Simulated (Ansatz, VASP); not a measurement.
# Two plane-wave programs on CdSe

File INCAR:

```
  PREC = Accurate
  ENCUT = 520
  EDIFF = 1E-6
  ISMEAR = 0
  SIGMA = 0.05
  LREAL = False
  LASPH = True
  NELM = 60
  ALGO = Normal
  ISIF = 2
  LWAVE = False
  LCHARG = False
  GGA = PE
  NBANDS = 16
```

KPOINTS

```
regular mesh
0
Gamma
  10 10 10
```

Contents of POSCAR:

```
CdSe
1.0
    0.0000000000      3.0930219082      3.0930219082
    3.0930219082      0.0000000000      3.0930219082
    3.0930219082      3.0930219082      0.0000000000
Cd Se
1 1
Direct
    0.0000000000      0.0000000000      0.0000000000
    0.7500000000      0.7500000000      0.7500000000
```

Input for Ansatz:

```yaml
crystal:
  lattice:
    - [0.0, 3.0930219082, 3.0930219082]
    - [3.0930219082, 0.0, 3.0930219082]
    - [3.0930219082, 3.0930219082, 0.0]
  atoms:
    - { symbol: Cd, position: [0.0, 0.0, 0.0] }
    - { symbol: Se, position: [0.75, 0.75, 0.75] }
basis:
  ecutwfc: 420
kpoints:
  mp_grid: { grid: [10, 10, 10] }
hamiltonian:
  xc: pbe
scf:
  occupations: { method: gaussian, width: 0.05 }
output:
  forces: true
  stress: true
  eigenvalues: true
```

Alike in both runs: task single point; functional PBE; k mesh 10 × 10 × 10; occupations gaussian, width 0.05 eV; no spin polarisation.

```csv
,VASP,Ansatz
version,VASP 6.6.1,Ansatz 0.2.0
potentials or method,"VASP PAW PBE potentials, release 64 (Cd, Se), cutoff 520 eV","scalar-relativistic, plane waves, PAW"
valence electrons in the cell,18,36
```

```tsv
	VASP	Ansatz	Ansatz less VASP
gap on the k mesh at the Fermi level (eV)	0.50	0.51	+0.001
least direct gap on the mesh (eV)	0.50	0.51	+0.001
pressure (GPa)	0.5	0.2	-0.26
```

VASP's potentials hold 18 valence electrons a cell and Ansatz's 36, so a difference there can come from the potentials and not from the codes.
